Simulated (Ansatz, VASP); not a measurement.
**Sn in VASP and in Ansatz**

```
Sn
1.0
    -1.89465    1.89465    1.89465
     1.89465   -1.89465    1.89465
     1.89465    1.89465   -1.89465
Sn
1
Direct
  0.00000 0.00000 0.00000
```

Alike in both runs: task single point; functional PBE; k mesh 4 × 4 × 4; occupations gaussian, width 0.1 eV; no spin polarisation.

```csv
,VASP,Ansatz
version,VASP 6.6.1,Ansatz 0.2.0
potentials or method,"VASP PAW PBE potentials, release 64 (Sn_d), cutoff 500 eV","scalar-relativistic, plane waves, PAW"
valence electrons in the cell,14,14
```

|  | VASP | Ansatz | Ansatz less VASP |
| --- | --- | --- | --- |
| gap on the k mesh at the Fermi level (eV) | none | none | - |
| pressure (GPa) | 0.7 | 0.8 | +0.05 |

A gap of «none» marks a metal or a gap that the smearing closes.

The k mesh is coarse, so the values compare programs but aren't converged.
